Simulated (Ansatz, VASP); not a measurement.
## One calculation of Sn, two programs

```
CELL_PARAMETERS angstrom
-2.94014 2.94014 1.59930
2.94014 -2.94014 1.59930
2.94014 2.94014 -1.59930
ATOMIC_POSITIONS crystal
Sn 0.00000 0.00000 0.00000
Sn 0.75000 0.25000 0.50000
```

Alike in both runs: task relaxation of cell and atoms; functional PBE; k mesh 9 × 9 × 9; occupations fermi-dirac, width 0.05 eV; no spin polarisation.

```csv
,VASP,Ansatz
version,VASP 6.6.1,Ansatz 0.2.0
potentials or method,"VASP PAW PBE potentials, release 64 (Sn_d)",Ansatz PAW
plane-wave cutoff (eV),600,420
valence electrons in the cell,28,28
```

|  | VASP | Ansatz | Ansatz less VASP |
| --- | --- | --- | --- |
| gap on the k mesh at the Fermi level, each at its own relaxed structure (eV) | none | none | - |
| relaxed volume (Å³/atom) | 28.40 | 28.43 | +0.037 |
| relaxed cell length with the largest relative difference (Å) | 4.498 | 4.500 | +0.0023 |

A gap of «none» marks a metal or a gap that the smearing closes.

Noted on Ansatz's run: the plane-wave basis is chosen anew once the cell has moved, so the energies of steps on either side of that aren't comparable.
